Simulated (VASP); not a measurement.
Runs of VASP 6.6.1 on AgCl. The structure is that of space group Fm-3m (No. 225), or close to it. The cells are those of the table. 

```csv
task,level,spin,cell,cutoff (eV),gap on the mesh (eV),pressure (GPa),relaxed volume (Å³/atom)
single point,r2SCAN,off,"a = 3.922 Å, angles 60.0°, 2 atoms",520,1.42,-0.1,-
single point,PBE,off,"a = 3.922 Å, angles 60.0°, 2 atoms",520,0.91,(b),-
single point,PBE,"non-collinear, zero start, SOC","a = 3.922 Å, angles 60.0°, 2 atoms",520,-,(a),-
relaxation of cell and atoms,r2SCAN,off,"relaxed from a = 3.968 Å, angles 60.0°, 2 atoms",600,1.42,0.0,21.31
relaxation of cell and atoms,PBE,off,"relaxed from a = 3.570 Å, angles 60.0°, 2 atoms",600,0.92,0.0,22.01
```

Alike in all rows: potentials or basis VASP PAW PBE potentials, release 64 (Ag, Cl); k mesh 8 × 8 × 8; smearing fermi-dirac 0.02 eV.

**Question.** Estimate the missing entries.

**Answer.** (a) 1.4; (b) 1.5.

Caveats: the PAW data sets were made with another functional, which shifts forces and pressure a little (at least some runs); the volume moved by over 15 % at a fixed basis, so the end points are rough (at least some runs).

A k mesh can miss the band edges, and rows without SOC leave out spin-orbit coupling on Ag.
